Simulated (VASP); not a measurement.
Write the native input for VASP 6.6.1 that does the following.

```
Task                   : single point
Functional             : PBE
Potentials or basis    : VASP PAW PBE potentials, release 64 (Cu, O)
Cutoff                 : 520 eV
k mesh                 : 10 × 10 × 5
Occupations            : fermi-dirac, width 0.05 eV
Spin                   : no spin polarisation
Hubbard terms          : Cu d U = 5.3 eV
Dipole correction      : no
Further INCAR settings : ALGO = Normal; EDIFF = 1e-06; NBANDS = 25
```

The structure of CuO lies in POSCAR:

```
CuO
1.0
    2.1043299663     -2.0921923962      0.1665425021
    2.1043299663      2.0921923962      0.1665425021
   -0.4129696765      0.0000000000      5.1606698927
Cu O
2 2
Direct
   -0.0057487282      0.4942454370      0.0018500978
    0.4942454370     -0.0057487282      0.5018500978
    0.4944922534      0.4940110377      0.2518499022
    0.4940110377      0.4944922534      0.7518499022
```

The input as run:

INCAR

```
PREC = Accurate
ENCUT = 520
EDIFF = 1E-6
ISMEAR = -1
SIGMA = 0.05
LREAL = F
LASPH = T
NELM = 150
ALGO = Normal
ISIF = 2
LWAVE = F
LCHARG = T
LMAXMIX = 4
LDAU = T
LDAUTYPE = 2
LDAUL = 2 -1
LDAUU = 5.3 0
LDAUJ = 0 0
LDAUPRINT = 1
GGA = PE
LELF = T
LVHAR = T
NBANDS = 25
```

KPOINTS

```
regular mesh
0
Gamma
  10 10 5
```

Potentials or basis: VASP PAW PBE potentials, release 64 (Cu, O).

Run with:

```sh
$ cat potpaw_PBE.64/Cu/POTCAR potpaw_PBE.64/O/POTCAR > POTCAR
$ mpirun -np 1 vasp_std > vasp.out
```

Results of the run:

```json
{
  "Pressure": "-4.5 GPa",
  "Band gap on the k mesh": "zero (bands 17 and 18 overlap by 0.94 eV)"
}
```

Caveat: the cell stands under tension; U without spin polarisation on a metal has little footing.

It took 3.8 min on 1 thread of Intel Xeon 8259CL, with other jobs on the host, peak memory 0.26 GiB.
